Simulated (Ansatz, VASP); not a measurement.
## One calculation of SiAs4, two programs

```xyz
5
Lattice="4.7913 0.0000 0.0000 0.0000 4.7913 0.0000 0.0000 0.0000 4.7913" Properties=species:S:1:pos:R:3 pbc="T T T"
Si    0.0000    0.0000    0.0000
As    1.3568    1.3568    1.3568
As    3.4344    3.4344    1.3568
As    1.3568    3.4344    3.4344
As    3.4344    1.3568    3.4344
```

Change from the starting cell: species swapped into the SnI4 type (P-43m, No. 215).

Alike in both runs: functional PBE; k mesh 4 × 4 × 4; occupations gaussian, width 0.1 eV; no spin polarisation.

Ansatz relaxed the structure, and its values are those at the end. VASP's run is a single point on that final structure, the one shown.

|  | VASP | Ansatz |
| --- | --- | --- |
| version | VASP 6.6.1 | Ansatz 0.2.0 |
| potentials or method | VASP PAW PBE potentials, release 64 (Si, As), cutoff 520 eV | scalar-relativistic, plane waves, PAW |
| valence electrons in the cell | 24 | 64 |

Ansatz gave:

| Quantity | Value |
| --- | --- |
| gap on the k mesh at the Fermi level (eV) | none |
| pressure (GPa) | 0.0 |
| rms of the force components (eV/Å) | 0.031 |

Task: What did VASP give for the same quantities?

Result: gap on the k mesh at the Fermi level (eV): none; pressure (GPa): 0.2; rms of the force components (eV/Å): 0.043.

A gap of «none» marks a metal or a gap that the smearing closes. With one functional, cell and mesh, what is left measures potentials, basis and numerics. VASP's potentials hold 24 valence electrons a cell and Ansatz's 64, so a difference there can come from the potentials and not from the codes.
